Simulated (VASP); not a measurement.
A run of VASP 6.6.1 is set up as follows.

The input INCAR:

```
SYSTEM = K
PREC = Accurate ; ENCUT = 520
EDIFF = 1E-6 ; ISMEAR = -1
SIGMA = 0.05 ; LREAL = .FALSE.
LASPH = .TRUE. ; NELM = 100
ALGO = Normal ; ISIF = 2
LWAVE = .FALSE. ; LCHARG = .TRUE.
GGA = RE ; IVDW = 13
LELF = .TRUE. ; LVHAR = .TRUE.
NBANDS = 10
```

File KPOINTS:

```
regular mesh
0
G
  7 7 7
  0 0 0
```

File POSCAR:

```
K
1.0
   -2.6597175161      2.6597175161      2.6597175161
    2.6597175161     -2.6597175161      2.6597175161
    2.6597175161      2.6597175161     -2.6597175161
K
1
Direct
    0.0000000000      0.0000000000      0.0000000000
```

Potentials or basis: VASP PAW PBE potentials, release 64 (K_sv).

Run with:

```sh
$ cat potpaw_PBE.64/K_sv/POTCAR > POTCAR
$ mpirun -np 1 vasp_std > vasp.out
```

Question: Predict the pressure.

Answer: 0.0 GPa.

Question: Predict the dispersion energy per atom.

Answer: -0.087 eV.

Caveat: the PAW data sets were made with another functional, which shifts forces and pressure a little; pairwise dispersion overbinds metals, which lowers pressure and volume.
